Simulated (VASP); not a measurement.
Here is a VASP 6.6.1 calculation.

The input INCAR:

```
ALGO     = Normal         # electronic algorithm
EDIFF    = 1E-6           # SCF threshold, eV
ENCUT    = 520            # plane-wave cutoff, eV
GGA      = PS             # functional
ISIF     = 2              # what is computed and relaxed
ISMEAR   = 1              # smearing method
IVDW     = 12             # dispersion correction
LASPH    = True           # aspherical terms in the spheres
LCHARG   = False          # write CHGCAR
LREAL    = False          # projectors in reciprocal space
LWAVE    = False          # write WAVECAR
NBANDS   = 16             # bands
NELM     = 60             # most SCF steps
PREC     = Accurate       # precision mode
SIGMA    = 0.15           # smearing width, eV
```

The input KPOINTS:

```
k-points
0
Gamma
  10 10 3
```

Contents of POSCAR:

```
C
1.0
    1.2280480000     -2.1270620000      0.0000000000
    1.2280480000      2.1270620000      0.0000000000
    0.0000000000      0.0000000000      7.1732680000
C
4
Direct
    0.0833790000      0.9166210000      0.7531380000
    0.5833790000      0.4166210000      0.2468620000
    0.9166210000      0.0833790000      0.2468620000
    0.4166210000      0.5833790000      0.7601083237
```

Potentials or basis: VASP PAW PBE potentials, release 64 (C).

The run is started by

```bash
$ cat potpaw_PBE.64/C/POTCAR > POTCAR
$ mpirun -np 1 vasp_std > vasp.out
```

**Question.** Estimate the largest force.

**Answer.** 0.847 eV/Å.

**Question.** Predict the dispersion energy per atom.

**Answer.** -0.103 eV.

**Question.** What does it give for the band gap on the k mesh?

**Answer.** 1.24 eV.

Stress tensor (GPa, compression positive):
```
 2.17  0.00  0.00
 0.00  1.93  0.00
 0.00  0.00 -1.75
```

Caveat: three body term missing; the PAW data sets were made with another functional, which shifts forces and pressure a little. A k mesh can miss the band edges.
